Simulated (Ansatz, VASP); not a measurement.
## One calculation of PbS, two programs

File INCAR:

```
PREC = Accurate ; ENCUT = 500
EDIFF = 1E-6 ; ISMEAR = 0
SIGMA = 0.05 ; LREAL = False
LASPH = True ; NELM = 120
ALGO = Normal ; ISIF = 2
LWAVE = False ; LCHARG = True
GGA = PE ; LELF = True
LVHAR = True ; NBANDS = 17
GGA_COMPAT = False
```

File KPOINTS:

```
regular mesh
0
Gamma
  7 7 7
```

Contents of POSCAR:

```
PbS
1.0
    0.0000000000      2.9650000000      2.9650000000
    2.9650000000      0.0000000000      2.9650000000
    2.9650000000      2.9650000000      0.0000000000
Pb S
1 1
Direct
    0.0000000000      0.0000000000      0.0000000000
    0.5000000000      0.5000000000      0.5000000000
```

Input for Ansatz:

```yaml
crystal:
  lattice:
    - [0.0, 2.965, 2.965]
    - [2.965, 0.0, 2.965]
    - [2.965, 2.965, 0.0]
  atoms:
    - { symbol: Pb, position: [0.0, 0.0, 0.0] }
    - { symbol: S, position: [0.5, 0.5, 0.5] }
kpoints:
  mp_grid: { grid: [7, 7, 7] }
scf:
  occupations: { method: gaussian, width: 0.05 }
hamiltonian:
  xc: pbe
  pseudopotentials: { kind: all_electron, lapw: { basis_error: 0.00025 } }
output:
  forces: true
  stress: true
  eigenvalues: true
```

Alike in both runs: task single point; functional PBE; k mesh 7 × 7 × 7; occupations gaussian, width 0.05 eV; no spin polarisation.

|  | VASP | Ansatz |
| --- | --- | --- |
| version | VASP 6.6.1 | Ansatz 0.2.0 |
| potentials or method | VASP PAW PBE potentials, release 64 (Pb_d, S), cutoff 500 eV | all-electron LAPW, scalar-relativistic |

```csv
,VASP,Ansatz,Ansatz less VASP
pressure (GPa),2.1,2.2,+0.09
```

Ansatz ran all-electron here, and VASP with PAW potentials.

Neither program's run includes spin-orbit coupling.
